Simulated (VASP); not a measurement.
# Ga (I4/mmm) in VASP: notebook

Aim: see how the results for Ga move with the level of theory and the settings. Levels: HSE06, PBEsol. Tasks: single point.

Program: VASP 6.6.1. These are calculated values, not measurements. Logs are shortened: lines on timing, memory, paths and dates and some standing lists are left out, and cuts for length are marked.

## Step 1: The cell of the first run

Symmetry: I4/mmm, No. 139, tetragonal system. The conventional cell has a = 2.750 Å, b = 2.750 Å, c = 4.591 Å, α = 90.00°, β = 90.00°, γ = 90.00°. Ga (site symmetry 4/mmm) has 12 Ga at 2.75 to 3.01 Å within 3.6 Å.

## Step 2: Single point, HSE06

File POSCAR:

```
Ga
1.0
   -1.3751071731      1.3751071731      2.2957117997
    1.3751071731     -1.3751071731      2.2957117997
    1.3751071731      1.3751071731     -2.2957117997
Ga
1
Direct
    0.0000000000      0.0000000000      0.0000000000
```

File INCAR.step1:

```
ALGO = Normal
EDIFF = 1E-5
ENCUT = 520
GGA = PE
ISIF = 2
ISMEAR = -1
KPAR = 4
LASPH = True
LCHARG = False
LREAL = False
LWAVE = True
NBANDS = 12
NELM = 60
PREC = Accurate
SIGMA = 0.05
```

File INCAR.step2:

```
ALGO = Normal
EDIFF = 1E-6
ENCUT = 520
GGA = PE
HFSCREEN = 0.2079
ISIF = 2
ISMEAR = -1
ISTART = 1
KPAR = 4
LASPH = True
LCHARG = False
LHFCALC = True
LREAL = False
LWAVE = False
NBANDS = 12
NELM = 60
PREC = Accurate
PRECFOCK = Normal
SIGMA = 0.05
```

File KPOINTS:

```
k-points
0
Gamma
  8 8 8
```

Potentials or basis: VASP PAW PBE potentials, release 64 (Ga_d).

Started as:

```console
$ cat potpaw_PBE.64/Ga_d/POTCAR > POTCAR
$ cp INCAR.step1 INCAR
$ mpirun -np 4 vasp_std > vasp.out
$ cp INCAR.step2 INCAR
$ mpirun -np 4 vasp_std > vasp.out
```

OUTCAR:

```text
EDIFF = 1E-6
   ENCUT = 520
   GGA = PE
   HFSCREEN = 0.2079
   ISIF = 2
   ISMEAR = -1
   ISTART = 1
   LASPH = True
   LHFCALC = True
   LREAL = False
   NELM = 60
   PREC = Accurate
   PRECFOCK = Normal

 ion  position               nearest neighbor table
   1  0.000  0.000  0.000-

  LATTYP: Found a body centered tetragonal cell.
 ALAT       =     2.7502143462
 C/A-ratio  =     1.6694784556

  Lattice vectors:

 A1 = (  -1.3751071731,   1.3751071731,   2.2957117997)
 A2 = (   1.3751071731,  -1.3751071731,   2.2957117997)
 A3 = (   1.3751071731,   1.3751071731,  -2.2957117997)

Analysis of symmetry for initial positions (statically):
=====================================================================
 Subroutine PRICEL returns:
 Original cell was already a primitive cell.

 Routine SETGRP: Setting up the symmetry group for a
 body centered tetragonal supercell.

 Subroutine GETGRP returns: Found 16 space group operations
 (whereof 16 operations were pure point group operations)
 out of a pool of 16 trial point group operations.

The static configuration has the point symmetry D_4h.

Analysis of symmetry for dynamics (positions and initial velocities):
=====================================================================
 Subroutine PRICEL returns:
 Original cell was already a primitive cell.

 Routine SETGRP: Setting up the symmetry group for a
 body centered tetragonal supercell.

 Subroutine GETGRP returns: Found 16 space group operations
 (whereof 16 operations were pure point group operations)
 out of a pool of 16 trial point group operations.

The dynamic configuration has the point symmetry D_4h.

 Subroutine INISYM returns: Found 16 space group operations
 (whereof 16 operations are pure point group operations),
 and found     1 'primitive' translations

----------------------------------------------------------------------------------------

                                     Primitive cell

  volume of cell :      17.3640

  direct lattice vectors                    reciprocal lattice vectors
    -1.375107173  1.375107173  2.295711800     0.000000000  0.363608023  0.217797373
     1.375107173 -1.375107173  2.295711800     0.363608023  0.000000000  0.217797373
     1.375107173  1.375107173 -2.295711800     0.363608023  0.363608023  0.000000000

  length of vectors
     3.008676144  3.008676144  3.008676144     0.423847248  0.423847248  0.514219397

  position of ions in fractional coordinates (direct lattice)
     0.000000000  0.000000000  0.000000000

  ion indices of the primitive-cell ions
   primitive index   ion index
                 1           1

----------------------------------------------------------------------------------------

 KPOINTS: k-points

Automatic generation of k-mesh.
 Grid dimensions read from file:
 generate k-points for:    8    8    8

 Generating k-lattice:

  Cartesian coordinates                     Fractional coordinates (reciprocal lattice)
     0.000000000  0.045451003  0.027224672     0.125000000  0.000000000 -0.000000000
     0.045451003  0.000000000  0.027224672     0.000000000  0.125000000 -0.000000000
     0.045451003  0.045451003  0.000000000     0.000000000  0.000000000  0.125000000

  Length of vectors
     0.052980906  0.052980906  0.064277425

  Shift w.r.t. Gamma in fractional coordinates (k-lattice)
     0.000000000  0.000000000  0.000000000

 Subroutine IBZKPT returns following result:
 ===========================================

 Found     59 irreducible k-points:

 Following reciprocal coordinates:
            Coordinates               Weight
  0.000000  0.000000  0.000000      1.000000
  0.125000  0.000000 -0.000000      8.000000
  0.250000  0.000000 -0.000000      8.000000
  0.375000  0.000000 -0.000000      8.000000
  0.500000  0.000000 -0.000000      4.000000
  0.125000  0.125000 -0.000000      8.000000
[... 16 lines left out ...]
  0.250000  0.125000  0.125000     16.000000
  0.375000  0.125000  0.125000      8.000000
 [... further k-points ...]
   k-points           NKPTS =     59   k-points in BZ     NKDIM =    512   number of bands    NBANDS=     12
   number of dos      NEDOS =    301   number of ions     NIONS =      1
   total plane-waves  NPLWV =  13824
   dimension x,y,z NGX =    24 NGY =   24 NGZ =   24
   dimension x,y,z NGXF=    48 NGYF=   48 NGZF=   48
   ions per type =               1
   NGX,Y,Z   is equivalent  to a cutoff of  13.26, 13.26, 13.26 a.u.
   NGXF,Y,Z  is equivalent  to a cutoff of  26.52, 26.52, 26.52 a.u.
 SYSTEM =  unknown system
   PREC   = accura    normal or accurate (medium, high low for compatibility)
   ISTART =      1    job   : 0-new  1-cont  2-samecut
   ICHARG =      0    charge: 1-file 2-atom 10-const
   ISPIN  =      1    spin polarized calculation?
   LNONCOLLINEAR =      F non collinear calculations
   LSORBIT =      F    spin-orbit coupling
   LASPH  =      T    aspherical Exc in radial PAW
   ENCUT  =  520.0 eV  38.22 Ry    6.18 a.u.   5.59  5.59  5.59*2*pi/ulx,y,z
   NELM   =     60;   NELMIN=  2; NELMDL=  0     # of ELM steps
   EDIFF  = 0.1E-05   stopping-criterion for ELM
   LREAL  =      F    real-space projection
   EDIFFG = 0.1E-04   stopping-criterion for IOM
   NSW    =      0    number of steps for IOM
   IBRION =     -1    ionic relax: 0-MD 1-quasi-New 2-CG
   NFREE  =      0    steps in history (QN), initial steepest desc. (CG)
   ISIF   =      2    stress and relaxation
   ISYM   =      3    0-nonsym 1-usesym 2-fastsym
   POTIM  = 0.5000    time-step for ionic-motion
   TEBEG  =    0.0;   TEEND  =   0.0 temperature during run
   PSTRESS=    0.0 pullay stress
   NELECT =      13.0000    total number of electrons
   NUPDOWN=      -1.0000    fix difference up-down
   EMIN   =  10.00;   EMAX   =-10.00  energy-range for DOS
   EFERMI =   0.00;   METHOD = LEGACY
   ISMEAR =    -1;   SIGMA  =   0.05  broadening in eV -4-tet -1-fermi 0-gaus
   EFERMI_NEDOS =   21; number of points for ismear=-14 and -15
   IALGO  =     38    algorithm
   IMIX   =      1    mixing-type and parameters
     AMIX     =   0.40;   BMIX     =  1.00
     AMIX_MAG =   1.60;   BMIX_MAG =  1.00
  volume/ion in A,a.u.               =      17.36       117.18
  Fermi-wavevector in a.u.,A,eV,Ry     =   1.486526  2.809127 30.065598  2.209759
  Thomas-Fermi vector in A             =   2.599801
   LORBIT       =      0    0 simple, 1 ext, 2 COOP (PROOUT), +10 PAW based schemes
   GGA     = PE    functional components
   LHFCALC =     T    Hartree Fock is set to
   PRECFOCK=normal    Normal, Fast or Accurate (Low or Medium for compatibility)
   ENCUT4O =  -1.0   cutoff for four orbital integrals eV
   NKREDX  =     1    reduce k-point grid by
   NKREDY  =     1    reduce k-point grid by
   NKREDZ  =     1    reduce k-point grid by
   AEXX    =    0.2500 exact exchange contribution
   HFSCREEN=    0.2079 screening length (either q_TF or 0.3 A-1)
   HFSCREENC=   0.2079 screening length for correlation (either q_TF or 0.3 A-1)
   ENCUTFOCK=  -1.0 apply spherical cutoff to Coloumb kernel
   IVDW    =     0    specifies the selected vdW correction
   LEPSILON=     F    determine dielectric tensor
   LRPA    =     F    only Hartree local field effects (RPA)
 non-spin polarized calculation
  energy-cutoff  :      520.00
  volume of cell :       17.36
 maximum number of plane-waves:       485
 NGX is ok and might be reduce to    24
  NGX = 18; NGY = 18; NGZ = 18

 number of electron      13.0000000 magnetization

 Free energy of the ion-electron system (eV)
  ---------------------------------------------------
  ext. energy  EPLUGINS =         0.00000000
  ---------------------------------------------------
  free energy    TOTEN  =        -3.28980467 eV

  energy without entropy =       -3.28819608  energy(sigma->0) =       -3.28900038

 E-fermi :   6.5838     XC(G=0):  -9.3696

 val. band max:        6.5162038658   @ k =  -0.3750   0.3750   0.3750
 cond. band min:       6.5894330205   @ k =  -0.2500   0.5000   0.2500
 fundamental gap:      0.0732291547
 Fermi energy:         6.5838096951

 k-point     1 :       0.0000    0.0000    0.0000
  band No.  band energies     occupation
      1     -11.6889      2.00000
      2     -11.5195      2.00000
      3     -11.4853      2.00000
      4     -11.4853      2.00000
      5     -11.3158      2.00000
      6      -6.8585      2.00000
      7      20.5581      0.00000
      8      20.7741      0.00000
      9      20.7741      0.00000
     10      23.8359      0.00000
     11      23.9297      0.00000
     12      24.7638      0.00000

 k-point     2 :       0.1250    0.0000   -0.0000
  band No.  band energies     occupation
      1     -11.6631      2.00000
      2     -11.5183      2.00000
      3     -11.4848      2.00000
      4     -11.4688      2.00000
      5     -11.3300      2.00000
      6      -6.3762      2.00000
      7      16.4829      0.00000
      8      19.1142      0.00000
      9      20.3993      0.00000
     10      22.2100      0.00000
     11      23.3346      0.00000
     12      25.9205      0.00000

 k-point     3 :       0.2500    0.0000   -0.0000
  band No.  band energies     occupation
      1     -11.6348      2.00000
      2     -11.5642      2.00000
      3     -11.4438      2.00000
      4     -11.4096      2.00000
      5     -11.3493      2.00000
      6      -4.9061      2.00000
      7      10.8064      0.00000
      8      17.0947      0.00000
      9      20.0236      0.00000
     10      20.5761      0.00000
     11      22.9174      0.00000
     12      27.6376      0.00000

 k-point     4 :       0.3750    0.0000   -0.0000
  band No.  band energies     occupation
      1     -11.6354      2.00000
      2     -11.6197      2.00000
      3     -11.4572      2.00000
      4     -11.3300      2.00000
      5     -11.3041      2.00000
      6      -2.4191      2.00000
      7       5.5938      2.00000
      8      15.7296      0.00000
      9      19.4937      0.00000
     10      20.0949      0.00000
     11      23.1429      0.00000
     12      25.4990      0.00000

 k-point     5 :       0.5000    0.0000   -0.0000
  band No.  band energies     occupation
      1     -11.6509      2.00000
      2     -11.6321      2.00000
      3     -11.4703      2.00000
      4     -11.3144      2.00000
      5     -11.2571      2.00000
      6       0.8157      2.00000
      7       1.4033      2.00000
      8      15.2539      0.00000
      9      19.1322      0.00000
     10      20.2808      0.00000
     11      23.4875      0.00000
     12      24.5004      0.00000
[... 228 lines left out ...]
      1     -11.7251      2.00000
      2     -11.6986      2.00000
      3     -11.3360      2.00000
      4     -11.3057      2.00000
      5     -11.1592      2.00000
      6       3.9584      2.00000
      7       5.5447      2.00000
      8      10.6410      0.00000
      9      12.1070      0.00000
     10      15.0075      0.00000
     11      15.0675      0.00000
     12      33.8125      0.00000

 k-point    22 :       0.1250    0.1250    0.1250
  band No.  band energies     occupation
      1     -11.5741      2.00000
      2     -11.4960      2.00000
      3     -11.4774      2.00000
      4     -11.4386      2.00000
      5     -11.3618      2.00000
      6      -3.4638      2.00000
      7      11.7111      0.00000
      8      12.3934      0.00000
      9      17.6828      0.00000
     10      20.1471      0.00000
     11      20.4423      0.00000
     12      22.3860      0.00000

 k-point    23 :       0.2500    0.1250    0.1250
  band No.  band energies     occupation
      1     -11.5866      2.00000
      2     -11.5292      2.00000
      3     -11.4869      2.00000
      4     -11.4019      2.00000
      5     -11.2987      2.00000
      6      -0.9845      2.00000
      7       6.9559      0.00117
      8      12.3462      0.00000
      9      15.4799      0.00000
     10      18.7105      0.00000
     11      20.5450      0.00000
     12      24.4484      0.00000

 k-point    24 :       0.3750    0.1250    0.1250
  band No.  band energies     occupation
      1     -11.5985      2.00000
      2     -11.5522      2.00000
      3     -11.4488      2.00000
      4     -11.4334      2.00000
      5     -11.2527      2.00000
      6       2.1243      2.00000
      7       2.9422      2.00000
      8      13.1664      0.00000
      9      13.8751      0.00000
     10      18.1780      0.00000
     11      20.2736      0.00000
     12      28.5063      0.00000

 [... further k-points ...]
[... 5 lines left out ...]
  --------------------------------------------------------------------------------------
  -------------------------------------------------------------------------------------
  Total        0.4322962      0.4322962      0.5086096      0.0000000      0.0000000      0.0000000
  in kB       39.8879363     39.8879363     46.9293648      0.0000000      0.0000000      0.0000000
  external PRESSURE =      42.2350791 kB  Pullay stress =       0.0000000 kB

 VOLUME and BASIS-vectors are now :
 -----------------------------------------------------------------------------
  energy-cutoff  :      520.00
  volume of cell :       17.36
      direct lattice vectors                 reciprocal lattice vectors
    -1.375107173  1.375107173  2.295711800     0.000000000  0.363608023  0.217797373
     1.375107173 -1.375107173  2.295711800     0.363608023  0.000000000  0.217797373
     1.375107173  1.375107173 -2.295711800     0.363608023  0.363608023  0.000000000

 POSITION                                       TOTAL-FORCE (eV/Angst)
 -----------------------------------------------------------------------------------
      0.00000      0.00000      0.00000         0.000000     -0.000000      0.000000
 -----------------------------------------------------------------------------------
    total drift:                               -0.000007      0.000002      0.000003

  FREE ENERGIE OF THE ION-ELECTRON SYSTEM (eV)
  ---------------------------------------------------
  free  energy   TOTEN  =        -3.2898046729 eV

  energy  without entropy=       -3.2881960800  energy(sigma->0) =       -3.28900038
```

Wall time 33 min (4 MPI ranks of Intel Xeon Platinum 8375C at 2.90GHz (Ice Lake), shared host); peak memory 0.24 GiB.

Results:

```
Free energy            : -3.2898 eV
Pressure               : 4.2 GPa
Band gap on the k mesh : zero (an odd number of electrons rules out a gap without spin polarisation)
```

Levels at points of the mesh, in eV from the Fermi level:
```tsv
k point	band 3	band 4	band 5	band 6	band 7	band 8	band 9	band 10
(0.00, 0.00, 0.00)	-18.07	-18.07	-17.90	-13.44	13.97	14.19	14.19	17.25
(0.50, 0.00, 0.00)	-18.05	-17.90	-17.84	-5.77	-5.18	8.67	12.55	13.70
(0.50, 0.50, 0.00)	-17.92	-17.89	-17.74	-2.63	-1.04	4.06	5.52	8.42
(0.50, 0.50, 0.50)	-17.86	-17.86	-17.85	-5.28	-4.85	7.83	7.83	10.79
```

Caveat: the cell stands under pressure; the PAW data sets were made with another functional, which shifts forces and pressure a little.

[end of part 1 of 2]

The gap in the log of VASP goes by the Fermi energy; the results here count the filled bands.